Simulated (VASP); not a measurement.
Crystal: Ga2BAs3.

```
Ga B As
1.0
     5.61000   -3.24000    0.00000
     5.61000    3.24000    0.00000
     0.00000    0.00000    6.11000
Ga B As
4 2 6
Direct
  0.51060 0.83000 0.50000
  0.48940 0.17000 0.00000
  0.17000 0.48940 0.50000
  0.83000 0.51060 0.00000
  0.17030 0.82970 0.00660
  0.82970 0.17030 0.50660
  0.16310 0.52770 0.10950
  0.47230 0.83690 0.10950
  0.86650 0.13350 0.13510
  0.52770 0.16310 0.60950
  0.83690 0.47230 0.60950
  0.13350 0.86650 0.63510
```

| Property | Result |
| --- | --- |
| Program | VASP 6.6.1 |
| Task | relaxation of cell and atoms |
| Functional | PBE |
| Potentials or basis | VASP PAW PBE potentials, release 64 (Ga_d, B, As) |
| Cutoff | 600 eV |
| k mesh | 3 × 3 × 3 |
| Occupations | gaussian, width 0.2 eV |
| Spin | no spin polarisation |

At the start: pressure 8.0 GPa; volume 18.51 Å³/atom.

Where does the relaxation end?

Over 10 steps the energy falls by 99.3 meV/atom and the volume is 19.92 Å³/atom (+7.6 %); space group Cmc2_1 (No. 36, to 0.1 Å) before and after.

Step by step:
```tsv
step	energy change (eV)	largest force (eV/Å)	pressure (GPa)	volume (Å³)
1	0.0000	1.4494	7.97	222.12
2	-0.8038	0.6435	-3.71	253.02
3	-0.8768	0.7139	-1.61	245.24
4	-1.0764	0.5658	-0.81	241.97
5	-1.1464	0.4373	0.20	238.58
6	-1.1810	0.2596	0.12	238.59
7	-1.1810	0.2567	0.12	238.59
8	-1.1887	0.0988	-0.06	239.18
9	-1.1887	0.1092	-0.08	239.23
10	-1.1920	0.0676	0.01	238.99
```

Final structure:
```yaml
crystal:
  lattice:
    - [5.74435, -3.31810, 0.00000]
    - [5.74435, 3.31810, 0.00000]
    - [0.00000, 0.00000, 6.26932]
  atoms:
    - { symbol: Ga, position: [0.49206, 0.83064, 0.49742] }
    - { symbol: Ga, position: [0.50794, 0.16936, 0.99742] }
    - { symbol: Ga, position: [0.16936, 0.50794, 0.49742] }
    - { symbol: Ga, position: [0.83064, 0.49206, 0.99742] }
    - { symbol: B, position: [0.14963, 0.85037, 0.00082] }
    - { symbol: B, position: [0.85037, 0.14963, 0.50082] }
    - { symbol: As, position: [0.16175, 0.54327, 0.10439] }
    - { symbol: As, position: [0.45673, 0.83825, 0.10439] }
    - { symbol: As, position: [0.86760, 0.13240, 0.15624] }
    - { symbol: As, position: [0.54327, 0.16175, 0.60439] }
    - { symbol: As, position: [0.83825, 0.45673, 0.60439] }
    - { symbol: As, position: [0.13240, 0.86760, 0.65624] }
```

Caveat: the relaxation stopped at a loose force limit of 0.08 eV/Å, so its end isn't a converged minimum.
